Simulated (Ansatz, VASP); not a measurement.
Rb in VASP and in Ansatz

Contents of INCAR:

```
AGGAC = 1.0 ; AGGAX = 1.0
ALDAC = 0.0 ; ALDAX = 1.0
ALGO = Normal ; EDIFF = 1E-7
EDIFFG = -0.01 ; ENCUT = 600
GGA = B5 ; IBRION = 2
ISIF = 3 ; ISMEAR = -1
LASPH = T ; LCHARG = F
LREAL = F ; LWAVE = F
NELM = 100 ; NSW = 80
PREC = Accurate ; SIGMA = 0.1
```

The input KPOINTS:

```
k-points
0
Gamma
  6 6 6
```

The input POSCAR:

```
Rb
1.0
    0.0000000000      4.8991917204      4.8991917204
    4.8991917204      0.0000000000      4.8991917204
    4.8991917204      4.8991917204      0.0000000000
Rb
2
Direct
    0.1250000000      0.1250000000      0.1250000000
    0.8750000000      0.8750000000      0.8750000000
```

Input for Ansatz:

```yaml
crystal:
  lattice:
    - [0.0, 4.8991917204, 4.8991917204]
    - [4.8991917204, 0.0, 4.8991917204]
    - [4.8991917204, 4.8991917204, 0.0]
  atoms:
    - { symbol: Rb, position: [0.125, 0.125, 0.125] }
    - { symbol: Rb, position: [0.875, 0.875, 0.875] }
hamiltonian:
  xc: blyp
  pseudopotentials:
    kind: paw
    azcp:
      Rb: "pseudopotentials/Rb.paw.azcp"
basis:
  ecutwfc: 420
  fft_grid_basis: typed
kpoints:
  mp_grid: { grid: [6, 6, 6], shift: [0, 0, 0] }
magnetization:
  spin_polarized: false
scf:
  occupations: { method: fermi_dirac, width: 0.1 }
relax:
  max_steps: 60
  f_tol: 0.01
  cell: {}
```

Alike in both runs: task relaxation of cell and atoms; functional BLYP; k mesh 6 × 6 × 6; occupations fermi-dirac, width 0.1 eV; no spin polarisation.

|  | VASP | Ansatz |
| --- | --- | --- |
| version | VASP 6.6.1 | Ansatz 0.2.0 |
| potentials or method | VASP PAW PBE potentials, release 64 (Rb_sv), cutoff 600 eV | plane waves (420 eV) with PAW, scalar-relativistic |
| valence electrons in the cell | 18 | 18 |

|  | VASP | Ansatz | Ansatz less VASP |
| --- | --- | --- | --- |
| relaxed volume (Å³/atom) | 168.40 | 168.11 | -0.294 |
| relaxed length of the cell vector where the two differ most in proportion (Å) | 7.810 | 7.805 | -0.0045 |

VASP's potentials were made for PBE, not for BLYP.

Noted on VASP's run: the volume moved by over 15 % at a fixed basis, so the end points are rough.
